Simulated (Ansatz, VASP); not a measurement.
**One calculation of Ti2O, two programs**

```xyz
3
Lattice="2.9194 0.0000 0.0000 -1.4597 2.5283 0.0000 0.0000 0.0000 4.7130" Properties=species:S:1:pos:R:3 pbc="T T T"
Ti    1.4597    0.8428    1.3137
Ti    0.0000    1.6855    3.3993
O     0.0000    0.0000    0.0000
```

Alike in both runs: task single point; functional r2SCAN; k mesh 12 × 12 × 6; occupations gaussian, width 0.05 eV; no spin polarisation.

|  | VASP | Ansatz |
| --- | --- | --- |
| version | VASP 6.6.1 | Ansatz 0.2.0 |
| potentials or method | VASP PAW PBE potentials, release 64 (Ti_sv, O), cutoff 520 eV | scalar-relativistic, plane waves, PAW |
| valence electrons in the cell | 30 | 30 |

Ansatz gave:

* gap on the k mesh at the Fermi level (eV): none
* pressure (GPa): 9.0
* traceless stress, the component that is largest in VASP (GPa): 5.16
* rms of the force components (eV/Å): 0.492

Question: Which values does VASP return?

Answer: gap on the k mesh at the Fermi level (eV): none; pressure (GPa): 10.1; traceless stress, the component that is largest in VASP (GPa): 5.21; rms of the force components (eV/Å): 0.473.

VASP's potentials were made for PBE, not for r2SCAN. Atom by atom the forces differ by 0.019 eV/Å (rms over components). A gap of «none» marks a metal or a gap that the smearing closes.
